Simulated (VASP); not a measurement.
**SiC (Moissanite): single point with PBE**

The system is SiC (Moissanite).

```
CELL_PARAMETERS angstrom
3.07600 0.00000 0.00000
-1.53800 2.66389 0.00000
0.00000 0.00000 5.04800
ATOMIC_POSITIONS crystal
Si 0.66667 0.33333 0.50000
Si 0.33333 0.66667 0.00000
C 0.66667 0.33333 0.88500
C 0.33333 0.66667 0.38500
```

```json
{
  "Program": "VASP 6.6.1",
  "Task": "single point",
  "Functional": "PBE",
  "Potentials or basis": "VASP PAW PBE potentials, release 64 (Si, C)",
  "Cutoff": "520 eV",
  "k mesh": "4 × 4 × 3",
  "Occupations": "fermi-dirac, width 0.05 eV",
  "Spin": "no spin polarisation"
}
```

* Pressure: 3.8 GPa
* Largest force: 0.709 eV/Å
* Band gap on the k mesh: 2.56 eV, indirect (least direct gap 4.05 eV)

Forces on the atoms (eV/Å):
```
Si   0.000  0.000  0.709
Si   0.000  0.000  0.709
C    0.000  0.000 -0.709
C    0.000  0.000 -0.709
```

Stress tensor (GPa, compression positive):
```
 5.67  0.00  0.00
 0.00  5.67  0.00
 0.00  0.00 -0.06
```

Levels at points of the mesh, in eV from the valence-band top:
```csv
k point,band 6,band 7,band 8,band 9,band 10,band 11
"(0.00, 0.00, 0.00)",-0.27,-0.27,0.00,4.61,6.02,6.48
"(0.50, 0.00, 0.00)",-3.55,-3.27,-1.49,2.56,4.18,6.73
```

It took 3.9 s on 1 thread of Intel(R) Xeon(R) 6975P-C (Granite Rapids) (shared host), peak memory 0.14 GiB.

Caveat: the k points lie up to 0.59 Å⁻¹ apart. A k mesh can miss the band edges.
